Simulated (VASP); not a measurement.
Runs of VASP 6.6.1 on Rh. The structure is that of space group Fm-3m (No. 225), or close to it. The cells are those of the table. 

| task | cell | k mesh | cutoff (eV) | smearing | gap on the mesh (eV) | pressure (GPa) | relaxed volume (Å³/atom) |
| --- | --- | --- | --- | --- | --- | --- | --- |
| relaxation of cell and atoms | relaxed from a = 2.657 Å, angles 60.0°, 1 atom | 26 × 26 × 26 | 600 | gaussian 0.1 eV | none | 0.0 | 13.26 |
| single point | a = 2.655 Å, angles 60.0°, 1 atom | 26 × 26 × 26 | 520 | gaussian 0.1 eV | none | 0.8 | - |
| relaxation of cell and atoms | relaxed from a = 2.655 Å, angles 60.0°, 1 atom | 26 × 26 × 26 | 600 | fermi-dirac 0.15 eV | none | 0.0 | (a) |
| single point | a = 2.691 Å, angles 60.0°, 1 atom | 8 × 8 × 8 | 520 | gaussian 0.1 eV | none | -10.2 | - |
| single point | a = 2.657 Å, angles 60.0°, 1 atom | 26 × 26 × 26 | 520 | fermi-dirac 0.15 eV | none | 0.8 | - |
| single point | a = 2.657 Å, angles 60.0°, 1 atom | 8 × 8 × 8 | 520 | gaussian 0.1 eV | none | 0.8 | - |

Alike in all rows: level LDA; potentials or basis VASP PAW LDA potentials, release 64 (Rh_pv); no spin polarisation.

Fill in the values left out.

(a) 13.30.

Caveats: some runs use coarse meshes; the cell stands under tension (at least some runs).

A k mesh can miss the band edges, and the runs leave out spin-orbit coupling on Rh.

A gap of «none» marks levels without a gap at the run's occupations.
